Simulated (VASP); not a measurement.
A run of VASP 6.6.1 is set up as follows.

Contents of INCAR:

```
SYSTEM = HfN
  PREC = Accurate
  ENCUT = 520
  EDIFF = 1E-6
  ISMEAR = 0
  SIGMA = 0.1
  LREAL = .False.
  LASPH = .True.
  NELM = 60
  ALGO = Normal
  ISIF = 2
  LWAVE = .False.
  LCHARG = .True.
  GGA = PE
  LELF = .True.
  LVHAR = .True.
  NBANDS = 14
```

KPOINTS

```
regular mesh
0
Gamma
  18 18 18
  0 0 0
```

File POSCAR:

```
HfN
1.0
    0.0000000000      2.2590000000      2.2590000000
    2.2590000000      0.0000000000      2.2590000000
    2.2590000000      2.2590000000      0.0000000000
Hf N
1 1
Direct
    0.0000000000      0.0000000000      0.0000000000
    0.5000000000      0.5000000000      0.5000000000
```

Potentials or basis: VASP PAW PBE potentials, release 64 (Hf_pv, N).

Run with:

```sh
$ cat potpaw_PBE.64/Hf_pv/POTCAR potpaw_PBE.64/N/POTCAR > POTCAR
$ mpirun -np 1 vasp_std > vasp.out
```

(1) Predict the pressure.

Answers

(1) 3.0 GPa.
